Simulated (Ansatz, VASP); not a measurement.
**Bi in VASP and in Ansatz**

```xyz
8
Lattice="2.2531 -3.9025 0.0000 -6.7593 -3.9025 0.0000 0.0000 0.0000 -9.5017" Properties=species:S:1:pos:R:3 pbc="T T T"
Bi    0.0000    0.0000   -1.8128
Bi   -2.2531   -3.9025   -1.8128
Bi    0.0000    0.0000   -7.6889
Bi   -2.2531   -3.9025   -7.6889
Bi   -4.5062   -5.2033   -3.4656
Bi    0.0000   -5.2033   -3.4656
Bi   -2.2531   -6.5041   -6.0361
Bi    0.0000   -2.6017   -6.0361
```

Alike in both runs: task single point; functional PBE; k mesh 6 × 4 × 4; occupations gaussian, width 0.2 eV; no spin polarisation.

```csv
,VASP,Ansatz
version,VASP 6.6.1,Ansatz 0.2.0
potentials or method,"VASP PAW PBE potentials, release 64 (Bi_d), cutoff 520 eV","scalar-relativistic, plane waves, PAW"
valence electrons in the cell,120,120
```

Ansatz gave:

* gap on the k mesh at the Fermi level (eV): none
* pressure (GPa): 0.0
* traceless stress, the component that is largest in VASP (GPa): -0.13
* rms of the force components (eV/Å): 0.014

Which values does VASP return?

gap on the k mesh at the Fermi level (eV): none; pressure (GPa): -0.1; traceless stress, the component that is largest in VASP (GPa): -0.13; rms of the force components (eV/Å): 0.012.

Atom by atom the forces differ by 0.006 eV/Å (rms over components). A gap of «none» marks a metal or a gap that the smearing closes.

Spin-orbit coupling is off throughout.
